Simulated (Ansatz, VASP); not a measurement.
TiAl3 in VASP and in Ansatz

File POSCAR:

```
TiAl3
1.0
    3.9556712500      0.0000000000      0.0000000000
    0.0000000000      3.9556712500      0.0000000000
    0.0000000000      0.0000000000      3.9556712500
Ti Al
1 3
Direct
   -0.1516809568     -0.1516809568      0.0000000000
    0.5000000000      0.5000000000      0.0000000000
    0.5000000000      0.0000000000      0.5000000000
    0.0000000000      0.5000000000      0.5000000000
```

File INCAR.step1:

```
PREC     = Accurate       # precision mode
ENCUT    = 520            # plane-wave cutoff, eV
ISMEAR   = 0              # smearing method
SIGMA    = 0.15           # smearing width, eV
LREAL    = F              # projectors in reciprocal space
LASPH    = T              # aspherical terms in the spheres
NELM     = 100            # most SCF steps
NBANDS   = 18             # bands
GGA      = PE             # functional
ALGO     = Normal         # electronic algorithm
EDIFF    = 1E-4           # SCF threshold, eV
LWAVE    = T              # write WAVECAR
LCHARG   = F              # write CHGCAR
```

File INCAR.step2:

```
PREC     = Accurate       # precision mode
ENCUT    = 520            # plane-wave cutoff, eV
EDIFF    = 1E-6           # SCF threshold, eV
ISMEAR   = 0              # smearing method
SIGMA    = 0.15           # smearing width, eV
LREAL    = F              # projectors in reciprocal space
LASPH    = T              # aspherical terms in the spheres
NELM     = 100            # most SCF steps
ALGO     = Normal         # electronic algorithm
ISIF     = 2              # what is computed and relaxed
LWAVE    = F              # write WAVECAR
LCHARG   = T              # write CHGCAR
METAGGA  = R2SCAN         # meta-GGA
LMIXTAU  = T            
LELF     = T              # ELF
LVHAR    = T            
NBANDS   = 18             # bands
ISTART   = 1
```

Contents of KPOINTS:

```
regular mesh
0
Gamma
  12 12 12
```

Input for Ansatz:

```yaml
crystal:
  lattice:
    - [3.95567125, 0.0, 0.0]
    - [0.0, 3.95567125, 0.0]
    - [0.0, 0.0, 3.95567125]
  atoms:
    - { symbol: Ti, position: [-0.1516809568, -0.1516809568, 0.0] }
    - { symbol: Al, position: [0.5, 0.5, 0.0] }
    - { symbol: Al, position: [0.5, 0.0, 0.5] }
    - { symbol: Al, position: [0.0, 0.5, 0.5] }
basis:
  ecutwfc: 500
kpoints:
  mp_grid: { grid: [12, 12, 12] }
hamiltonian:
  xc: r2scan
scf:
  occupations: { method: gaussian, width: 0.15 }
output:
  forces: true
  stress: true
  eigenvalues: true
```

Alike in both runs: task single point; functional r2SCAN; k mesh 12 × 12 × 12; occupations gaussian, width 0.15 eV; no spin polarisation.

```csv
,VASP,Ansatz
version,VASP 6.6.1,Ansatz 0.2.0
potentials or method,"VASP PAW PBE potentials, release 64 (Ti_sv, Al), cutoff 520 eV","scalar-relativistic, plane waves, PAW"
valence electrons in the cell,21,21
```

Ansatz gave:

```
gap on the k mesh at the Fermi level (eV)                     : none
pressure (GPa)                                                : 23.7
traceless stress, the component that is largest in VASP (GPa) : 22.29
rms of the force components (eV/Å)                            : 5.072
```

Task: What did VASP give for the same quantities?

Result: gap on the k mesh at the Fermi level (eV): none; pressure (GPa): 23.6; traceless stress, the component that is largest in VASP (GPa): 22.44; rms of the force components (eV/Å): 5.102.

VASP's potentials were made for PBE, not for r2SCAN. Atom by atom the forces differ by 0.032 eV/Å (rms over components). A gap of «none» marks a metal or a gap that the smearing closes.
